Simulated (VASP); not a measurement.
Wanted: the native input for a VASP 6.6.1 run.

```yaml
Task: relaxation of the atoms
Functional: PBEsol
Potentials_or_basis: VASP PAW PBE potentials, release 64 (Ti_sv, C)
Cutoff: 520 eV
k_mesh: 8 × 8 × 1
Occupations: gaussian, width 0.1 eV
Spin: no spin polarisation
Dipole_correction: yes
Atoms_held_fixed_from_0: "[0, 1, 2, 3]"
Further_INCAR_settings: ALGO = Fast; EDIFF = 1e-06; IBRION = 2; EDIFFG = -0.025; NSW = 36
Atoms_held_along_some_axes_from_0: atom 4 along a and b
```

The structure of Ti4C lies in POSCAR:

```
Ti4C
1.0
    3.2102321090      0.0000000000      0.0000000000
    0.0000000000      3.2102321090      0.0000000000
    0.0000000000      0.0000000000     20.1069940753
Ti C
4 1
Selective dynamics
Direct
    0.5000000000      0.5000000000      0.1989357527  F F F
    0.0000000000      0.0000000000      0.2787644953  F F F
    0.5000000000      0.5000000000      0.3538359372  F F F
    0.0000000000      0.0000000000      0.4280597111  F F F
    0.0000000000      0.5000000000      0.4897297944  F F T
```

These files were run (other wordings do the same):

INCAR

```
SYSTEM = Ti4C
ALGO     = Fast           ! electronic algorithm
DIPOL    = 0.5 0.5 0.350
EDIFF    = 1E-6           ! SCF threshold, eV
EDIFFG   = -0.025         ! ionic threshold
ENCUT    = 520            ! plane-wave cutoff, eV
GGA      = PS             ! functional
IBRION   = 2              ! ionic algorithm
IDIPOL   = 3            
ISIF     = 2              ! what is computed and relaxed
ISMEAR   = 0              ! smearing method
LASPH    = .True.         ! aspherical terms in the spheres
LCHARG   = .False.        ! write CHGCAR
LDIPOL   = .True.       
LREAL    = .False.        ! projectors in reciprocal space
LWAVE    = .False.        ! write WAVECAR
NELM     = 60             ! most SCF steps
NSW      = 36             ! ionic steps
PREC     = Accurate       ! precision mode
SIGMA    = 0.1            ! smearing width, eV
```

KPOINTS

```
k-points
0
Gamma
  8 8 1
  0 0 0
```

Potentials or basis: VASP PAW PBE potentials, release 64 (Ti_sv, C).

Launch:

```console
$ cat potpaw_PBE.64/Ti_sv/POTCAR potpaw_PBE.64/C/POTCAR > POTCAR
$ mpirun -np 1 vasp_std > vasp.out
```

It gave:

```yaml
Energy_gained_by_relaxing: 71.4 meV/atom
Ionic_steps: 4
Band_gap_on_the_k_mesh: zero (bands 26 and 27 overlap by 0.61 eV)
```

It took 34 min on 1 thread of Oxide Virtual Turin-like Processor, on a shared host, peak memory 0.34 GiB.
